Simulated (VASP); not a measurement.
A run of VASP 6.6.1 is set up as follows.

File INCAR:

```
PREC     = Accurate       # precision mode
ENCUT    = 520            # plane-wave cutoff, eV
EDIFF    = 1E-6           # SCF threshold, eV
ISMEAR   = -1             # smearing method
SIGMA    = 0.05           # smearing width, eV
LREAL    = F              # projectors in reciprocal space
LASPH    = T              # aspherical terms in the spheres
NELM     = 80             # most SCF steps
ALGO     = Normal         # electronic algorithm
ISIF     = 2              # what is computed and relaxed
LWAVE    = F              # write WAVECAR
LCHARG   = F              # write CHGCAR
GGA      = PS             # functional
NBANDS   = 17             # bands
```

The input KPOINTS:

```
regular mesh
0
Gamma
  7 7 7
```

The input POSCAR:

```
SnTe
1.0
    0.0000000000      3.2714441553      3.2714441553
    3.2714441553      0.0000000000      3.2714441553
    3.2714441553      3.2714441553      0.0000000000
Te Sn
1 1
Direct
    0.2500000000      0.2500000000      0.2500000000
    0.0000000000      0.0000000000      0.0000000000
```

Potentials or basis: VASP PAW PBE potentials, release 64 (Te, Sn_d).

Command:

```sh
$ cat potpaw_PBE.64/Te/POTCAR potpaw_PBE.64/Sn_d/POTCAR > POTCAR
$ mpirun -np 1 vasp_std > vasp.out
```

(1) Estimate the band gap on the k mesh.

(2) What does it give for the pressure?

Answers

(1) zero (band 10 reaches 5.98 eV, above the bottom of band 11 at 5.44 eV).

(2) 10.0 GPa.

Caveat: the PAW data sets were made with another functional, which shifts forces and pressure a little; spin-orbit coupling is left out, which moves the levels of the heavy elements.
